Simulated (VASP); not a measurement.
# LaB2N3 (P-3m1) in VASP: single point with PBEsol

Aim: the single point of LaB2N3 with PBEsol.

Everything below comes from runs of VASP 6.6.1. Logs are shortened: lines on timing, memory, paths and dates and some standing lists are left out, and cuts for length are marked.

## (1) The cell of the first run

It takes space group P-3m1 (No. 164, trigonal). Conventional cell: a = 2.728 Å, b = 2.728 Å, c = 8.056 Å, α = 90.00°, β = 90.00°, γ = 120.00°. La (site symmetry -3m) has 6 N at 2.61 Å and 6 La at 2.73 Å and 6 B at 3.07 Å within 3.4 Å. B (site symmetry 3m) has 6 N at 1.67 to 2.10 Å within 2.2 Å. N (site symmetry 3m) has 3 B at 1.67 Å within 2.2 Å. N (site symmetry -3m) has 6 B at 2.10 Å and 12 N at 2.51 to 2.73 Å within 2.8 Å.

## (2) Single point, PBEsol

Input file INCAR:

```
PREC = Accurate ; ENCUT = 520
EDIFF = 1E-6 ; ISMEAR = -1
SIGMA = 0.03 ; LREAL = False
LASPH = True ; NELM = 100
ALGO = Normal ; ISIF = 2
LWAVE = False ; LCHARG = False
GGA = PS ; NBANDS = 25
```

Input file KPOINTS:

```
Automatic mesh
0
Gamma
  9 9 4
```

Input file POSCAR:

```
LaB2N3
1.0
    2.7281416986      0.0000000000      0.0000000000
   -1.3640708493      2.3626400161      0.0000000000
    0.0000000000      0.0000000000      8.0561469159
La B N
1 2 3
Direct
    0.0000000000      0.0000000000      0.0000000000
    0.3333333333      0.6666666667      0.6724851373
    0.6666666667      0.3333333333      0.3275148627
    0.3333333333      0.6666666667      0.2579761279
    0.6666666667      0.3333333333      0.7420238721
    0.0000000000      0.0000000000      0.5000000000
```

Potentials or basis: VASP PAW PBE potentials, release 64 (La, B, N).

Started as:

```console
$ cat potpaw_PBE.64/La/POTCAR potpaw_PBE.64/B/POTCAR potpaw_PBE.64/N/POTCAR > POTCAR
$ mpirun -np 1 vasp_std > vasp.out
```

OUTCAR:

```text
PREC = Accurate
   ENCUT = 520
   EDIFF = 1E-6
   ISMEAR = -1
   LREAL = False
   LASPH = True
   NELM = 100
   ISIF = 2
   GGA = PS

 ion  position               nearest neighbor table
   1  0.000  0.000  0.000-   4 2.61   5 2.61   4 2.61   5 2.61   5 2.61   4 2.61
   2  0.333  0.667  0.672-   5 1.67   5 1.67   5 1.67
   3  0.667  0.333  0.328-   4 1.67   4 1.67   4 1.67
   4  0.333  0.667  0.258-   3 1.67   3 1.67   3 1.67   1 2.61   1 2.61   1 2.61
   5  0.667  0.333  0.742-   2 1.67   2 1.67   2 1.67   1 2.61   1 2.61   1 2.61
   6  0.000  0.000  0.500-

  LATTYP: Found a hexagonal cell.
 ALAT       =     2.7281416986
 C/A-ratio  =     2.9529796491

  Lattice vectors:

 A1 = (   2.7281416986,   0.0000000000,   0.0000000000)
 A2 = (  -1.3640708493,   2.3626400161,   0.0000000000)
 A3 = (   0.0000000000,   0.0000000000,   8.0561469159)

Analysis of symmetry for initial positions (statically):
=====================================================================
 Subroutine PRICEL returns:
 Original cell was already a primitive cell.

 Routine SETGRP: Setting up the symmetry group for a
 hexagonal supercell.

 Subroutine GETGRP returns: Found 12 space group operations
 (whereof 12 operations were pure point group operations)
 out of a pool of 24 trial point group operations.

The static configuration has the point symmetry D_3d.

Analysis of symmetry for dynamics (positions and initial velocities):
=====================================================================
 Subroutine PRICEL returns:
 Original cell was already a primitive cell.

 Routine SETGRP: Setting up the symmetry group for a
 hexagonal supercell.

 Subroutine GETGRP returns: Found 12 space group operations
 (whereof 12 operations were pure point group operations)
 out of a pool of 24 trial point group operations.

The dynamic configuration has the point symmetry D_3d.

 Subroutine INISYM returns: Found 12 space group operations
 (whereof 12 operations are pure point group operations),
 and found     1 'primitive' translations

----------------------------------------------------------------------------------------

                                     Primitive cell

  volume of cell :      51.9268

  direct lattice vectors                    reciprocal lattice vectors
     2.728141699  0.000000000  0.000000000     0.366549876  0.211627669  0.000000000
    -1.364070849  2.362640016  0.000000000     0.000000000  0.423255339  0.000000000
     0.000000000  0.000000000  8.056146916     0.000000000  0.000000000  0.124128819

  length of vectors
     2.728141699  2.728141699  8.056146916     0.423255339  0.423255339  0.124128819

  position of ions in fractional coordinates (direct lattice)
     0.000000000  0.000000000  0.000000000
     0.333333333  0.666666667  0.672485137
     0.666666667  0.333333333  0.327514863
     0.333333333  0.666666667  0.257976128
     0.666666667  0.333333333  0.742023872
     0.000000000  0.000000000  0.500000000

  ion indices of the primitive-cell ions
   primitive index   ion index
                 1           1
                 2           2
                 3           3
                 4           4
                 5           5
                 6           6

----------------------------------------------------------------------------------------

 KPOINTS: Automatic mesh

Automatic generation of k-mesh.
 Grid dimensions read from file:
 generate k-points for:    9    9    4

 Generating k-lattice:

  Cartesian coordinates                     Fractional coordinates (reciprocal lattice)
     0.040727764  0.023514185  0.000000000     0.111111111 -0.000000000  0.000000000
     0.000000000  0.047028371  0.000000000     0.000000000  0.111111111  0.000000000
     0.000000000  0.000000000  0.031032205     0.000000000  0.000000000  0.250000000

  Length of vectors
     0.047028371  0.047028371  0.031032205

  Shift w.r.t. Gamma in fractional coordinates (k-lattice)
     0.000000000  0.000000000  0.000000000

 Subroutine IBZKPT returns following result:
 ===========================================

 Found     43 irreducible k-points:

 Following reciprocal coordinates:
            Coordinates               Weight
  0.000000  0.000000  0.000000      1.000000
  0.111111  0.000000  0.000000      6.000000
  0.222222  0.000000  0.000000      6.000000
  0.333333  0.000000  0.000000      6.000000
  0.444444  0.000000  0.000000      6.000000
  0.111111  0.111111  0.000000      6.000000
[... 16 lines left out ...]
  0.222222  0.111111  0.250000     12.000000
 -0.111111  0.333333  0.250000     12.000000
 [... further k-points ...]
   k-points           NKPTS =     43   k-points in BZ     NKDIM =     43   number of bands    NBANDS=     25
   number of dos      NEDOS =    301   number of ions     NIONS =      6
   total plane-waves  NPLWV =  24000
   dimension x,y,z NGX =    20 NGY =   20 NGZ =   60
   dimension x,y,z NGXF=    40 NGYF=   40 NGZF=  120
   ions per type =               1   2   3
   NGX,Y,Z   is equivalent  to a cutoff of  12.19, 12.19, 12.38 a.u.
   NGXF,Y,Z  is equivalent  to a cutoff of  24.37, 24.37, 24.76 a.u.
 SYSTEM =  unknown system
   PREC   = accura    normal or accurate (medium, high low for compatibility)
   ISTART =      0    job   : 0-new  1-cont  2-samecut
   ICHARG =      2    charge: 1-file 2-atom 10-const
   ISPIN  =      1    spin polarized calculation?
   LNONCOLLINEAR =      F non collinear calculations
   LSORBIT =      F    spin-orbit coupling
   LASPH  =      T    aspherical Exc in radial PAW
   ENCUT  =  520.0 eV  38.22 Ry    6.18 a.u.   5.07  5.07 14.98*2*pi/ulx,y,z
   NELM   =    100;   NELMIN=  2; NELMDL= -5     # of ELM steps
   EDIFF  = 0.1E-05   stopping-criterion for ELM
   LREAL  =      F    real-space projection
   EDIFFG = 0.1E-04   stopping-criterion for IOM
   NSW    =      0    number of steps for IOM
   IBRION =     -1    ionic relax: 0-MD 1-quasi-New 2-CG
   NFREE  =      0    steps in history (QN), initial steepest desc. (CG)
   ISIF   =      2    stress and relaxation
   ISYM   =      2    0-nonsym 1-usesym 2-fastsym
   POTIM  = 0.5000    time-step for ionic-motion
   TEBEG  =    0.0;   TEEND  =   0.0 temperature during run
   PSTRESS=    0.0 pullay stress
   NELECT =      32.0000    total number of electrons
   NUPDOWN=      -1.0000    fix difference up-down
   EMIN   =  10.00;   EMAX   =-10.00  energy-range for DOS
   EFERMI =   0.00;   METHOD = LEGACY
   ISMEAR =    -1;   SIGMA  =   0.03  broadening in eV -4-tet -1-fermi 0-gaus
   EFERMI_NEDOS =   21; number of points for ismear=-14 and -15
   IALGO  =     38    algorithm
   IMIX   =      4    mixing-type and parameters
     AMIX     =   0.40;   BMIX     =  1.00
     AMIX_MAG =   1.60;   BMIX_MAG =  1.00
  volume/ion in A,a.u.               =       8.65        58.40
  Fermi-wavevector in a.u.,A,eV,Ry     =   1.393138  2.632649 26.406651  1.940834
  Thomas-Fermi vector in A             =   2.516813
   LORBIT       =      0    0 simple, 1 ext, 2 COOP (PROOUT), +10 PAW based schemes
   GGA     = PS    functional components
   LHFCALC =     F    Hartree Fock is set to
   AEXX    =    0.0000 exact exchange contribution
   IVDW    =     0    specifies the selected vdW correction
   LEPSILON=     F    determine dielectric tensor
   LRPA    =     F    only Hartree local field effects (RPA)
 non-spin polarized calculation
  energy-cutoff  :      520.00
  volume of cell :       51.93
 maximum number of plane-waves:      1416
   NGX = 11   NGY = 11   NGZ = 29

 number of electron      31.9999998 magnetization

 Free energy of the ion-electron system (eV)
  ---------------------------------------------------
  ext. energy  EPLUGINS =         0.00000000
  ---------------------------------------------------
  free energy    TOTEN  =       -42.81945978 eV

  energy without entropy =      -42.81316714  energy(sigma->0) =      -42.81631346

 E-fermi :  10.2094     XC(G=0): -12.8022

 val. band max:       10.2033420340   @ k =   0.0000   0.1111   0.2500
 cond. band min:      10.2437442275   @ k =   0.2222   0.2222   0.5000
 fundamental gap:      0.0404021935
 Fermi energy:        10.2093988850

 k-point     1 :       0.0000    0.0000    0.0000
  band No.  band energies     occupation
      1     -23.5883      2.00000
      2      -9.4887      2.00000
      3      -8.4198      2.00000
      4      -4.9821      2.00000
      5      -4.0667      2.00000
      6      -0.9529      2.00000
[... 17 lines left out ...]
     24      14.9686      0.00000
     25      14.9686      0.00000

 k-point     2 :       0.1111    0.0000    0.0000
  band No.  band energies     occupation
      1     -23.3488      2.00000
      2      -9.2370      2.00000
      3      -8.1981      2.00000
      4      -4.8175      2.00000
      5      -3.9101      2.00000
      6      -2.3668      2.00000
[... 17 lines left out ...]
     24      15.0630      0.00000
     25      15.2859      0.00000

 k-point     3 :       0.2222    0.0000    0.0000
  band No.  band energies     occupation
      1     -22.6717      2.00000
      2      -8.5050      2.00000
      3      -7.5877      2.00000
      4      -5.3850      2.00000
      5      -4.3908      2.00000
      6      -3.2837      2.00000
[... 17 lines left out ...]
     24      15.0367      0.00000
     25      15.1363      0.00000

 k-point     4 :       0.3333    0.0000    0.0000
  band No.  band energies     occupation
      1     -21.7229      2.00000
      2      -8.4616      2.00000
      3      -7.3419      2.00000
      4      -6.3607      2.00000
      5      -3.9982      2.00000
      6      -2.9758      2.00000
[... 17 lines left out ...]
     24      14.8866      0.00000
     25      15.1611      0.00000

 k-point     5 :       0.4444    0.0000    0.0000
  band No.  band energies     occupation
      1     -20.9290      2.00000
      2     -10.2295      2.00000
      3      -6.0681      2.00000
      4      -5.4176      2.00000
      5      -4.1075      2.00000
      6      -3.4464      2.00000
[... 17 lines left out ...]
     24      15.1167      0.00000
     25      15.1528      0.00000

 k-point     6 :       0.1111    0.1111    0.0000
  band No.  band energies     occupation
      1     -22.8894      2.00000
      2      -8.7442      2.00000
      3      -7.7754      2.00000
      4      -4.5228      2.00000
      5      -4.4700      2.00000
      6      -3.3824      2.00000
[... 17 lines left out ...]
     24      15.4926      0.00000
     25      15.5501      0.00000
[... 393 lines left out ...]
 k-point    21 :       0.0000    0.4444    0.2500
  band No.  band energies     occupation
      1     -20.9289      2.00000
      2     -10.2290      2.00000
      3      -6.1429      2.00000
      4      -5.3064      2.00000
      5      -4.0963      2.00000
      6      -3.4464      2.00000
[... 17 lines left out ...]
     24      15.1120      0.00000
     25      15.1477      0.00000

 k-point    22 :       0.1111    0.1111    0.2500
  band No.  band energies     occupation
      1     -22.8894      2.00000
      2      -8.8609      2.00000
      3      -7.4637      2.00000
      4      -5.2557      2.00000
      5      -4.3267      2.00000
      6      -2.8924      2.00000
[... 17 lines left out ...]
     24      15.4936      0.00000
     25      15.5729      0.00000

 k-point    23 :       0.2222    0.1111    0.2500
  band No.  band energies     occupation
      1     -22.0657      2.00000
      2      -7.9419      2.00000
      3      -7.3242      2.00000
      4      -6.2653      2.00000
      5      -4.5852      2.00000
      6      -3.4576      2.00000
[... 17 lines left out ...]
     24      14.9722      0.00000
     25      15.5524      0.00000

 k-point    24 :      -0.1111    0.3333    0.2500
  band No.  band energies     occupation
      1     -22.0657      2.00000
      2      -7.9217      2.00000
      3      -7.3660      2.00000
      4      -6.2445      2.00000
      5      -4.5535      2.00000
      6      -3.4852      2.00000
[... 17 lines left out ...]
     24      15.1462      0.00000
     25      15.4717      0.00000

 [... further k-points ...]

------------------------ aborting loop because EDIFF is reached ----------------------------------------

  FORCE on cell =-STRESS in cart. coord.  units (eV):
  Direction    XX          YY          ZZ          XY          YZ          ZX
  --------------------------------------------------------------------------------------
  -------------------------------------------------------------------------------------
  Total        0.0377163      0.0377163     -0.0756977      0.0000000     -0.0000000      0.0000000
  in kB        1.1637177      1.1637177     -2.3356158      0.0000000     -0.0000000      0.0000000
  external PRESSURE =      -0.0027268 kB  Pullay stress =       0.0000000 kB

 VOLUME and BASIS-vectors are now :
 -----------------------------------------------------------------------------
  energy-cutoff  :      520.00
  volume of cell :       51.93
      direct lattice vectors                 reciprocal lattice vectors
     2.728141699  0.000000000  0.000000000     0.366549876  0.211627669  0.000000000
    -1.364070849  2.362640016  0.000000000     0.000000000  0.423255339  0.000000000
     0.000000000  0.000000000  8.056146916     0.000000000  0.000000000  0.124128819

 POSITION                                       TOTAL-FORCE (eV/Angst)
 -----------------------------------------------------------------------------------
      0.00000      0.00000      0.00000         0.000000      0.000000      0.000000
     -0.00000      1.57509      5.41764         0.000000      0.000000     -0.013135
      1.36407      0.78755      2.63851        -0.000000      0.000000      0.013135
     -0.00000      1.57509      2.07829         0.000000     -0.000000     -0.029130
      1.36407      0.78755      5.97785        -0.000000      0.000000      0.029130
      0.00000      0.00000      4.02807         0.000000      0.000000      0.000000
 -----------------------------------------------------------------------------------
    total drift:                                0.000000     -0.000000      0.000000

  FREE ENERGIE OF THE ION-ELECTRON SYSTEM (eV)
  ---------------------------------------------------
  free  energy   TOTEN  =       -42.8194597796 eV

  energy  without entropy=      -42.8131671387  energy(sigma->0) =      -42.81631346
```

It took 65 s on 1 thread of Intel Xeon Platinum 8488C (Sapphire Rapids), shared host; peak memory 0.21 GiB.

Results:

| Item | Value |
| --- | --- |
| Free energy | -42.8195 eV |
| Pressure | 0.0 GPa |
| Largest force | 0.029 eV/Å |
| Band gap on the k mesh | zero (band 16 reaches 10.82 eV, above the bottom of band 17 at 9.34 eV) |

Forces on the atoms (eV/Å):
```
La   0.000  0.000  0.000
B    0.000  0.000 -0.013
B    0.000  0.000  0.013
N    0.000  0.000 -0.029
N    0.000  0.000  0.029
N    0.000  0.000  0.000
```

Caveat: the PAW data sets were made with another functional, which shifts forces and pressure a little; spin-orbit coupling is left out, which moves the levels of the heavy elements.
